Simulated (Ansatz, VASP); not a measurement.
**Two plane-wave programs on KCl**

Contents of INCAR:

```
SYSTEM = KCl
  ALGO = Normal
  EDIFF = 1E-8
  ENCUT = 520
  GGA = PS
  ISIF = 2
  ISMEAR = -1
  LASPH = .True.
  LCHARG = .False.
  LEFG = .True.
  LREAL = .False.
  LWAVE = .False.
  NBANDS = 15
  NELM = 100
  PREC = Accurate
  SIGMA = 0.03
```

File KPOINTS:

```
k-points
0
Gamma
  7 7 7
  0 0 0
```

The input POSCAR:

```
KCl
1.0
    0.0000000000      3.1665854591      3.1665854591
    3.1665854591      0.0000000000      3.1665854591
    3.1665854591      3.1665854591      0.0000000000
K Cl
1 1
Direct
    0.0000000000      0.0000000000      0.0000000000
    0.5000000000      0.5000000000      0.5000000000
```

Input for Ansatz:

```yaml
crystal:
  lattice:
    - [0.0, 3.1665854591, 3.1665854591]
    - [3.1665854591, 0.0, 3.1665854591]
    - [3.1665854591, 3.1665854591, 0.0]
  atoms:
    - { symbol: K, position: [0.0, 0.0, 0.0] }
    - { symbol: Cl, position: [0.5, 0.5, 0.5] }
kpoints:
  mp_grid: { grid: [7, 7, 7] }
scf:
  occupations: { method: fermi_dirac, width: 0.03 }
hamiltonian:
  xc: pbesol
  pseudopotentials: { kind: paw }
output:
  forces: true
  stress: true
  eigenvalues: true
  efg: { contact_densities: true }
  write_density: true
  write_potential: true
  elf: true
  volumetric_format: npy
```

Change from the starting cell: volume scaled by 1.01, PAW files.

Alike in both runs: task electric field gradients; functional PBEsol; k mesh 7 × 7 × 7; occupations fermi-dirac, width 0.03 eV; no spin polarisation.

|  | VASP | Ansatz |
| --- | --- | --- |
| version | VASP 6.6.1 | Ansatz 0.2.0 |
| potentials or method | VASP PAW PBE potentials, release 64 (K_sv, Cl) | PAW with Ansatz's default frozen-core files, scalar-relativistic |
| plane-wave cutoff (eV) | 520 | 420 |
| valence electrons in the cell | 16 | 16 |

|  | VASP | Ansatz | Ansatz less VASP |
| --- | --- | --- | --- |
| gap on the k mesh at the Fermi level (eV) | 4.96 | 4.97 | +0.004 |
| pressure (GPa) | -0.7 | -0.7 | -0.03 |

VASP's potentials were made for PBE, not for PBEsol. With one functional, cell and mesh, what is left measures potentials, basis and numerics.
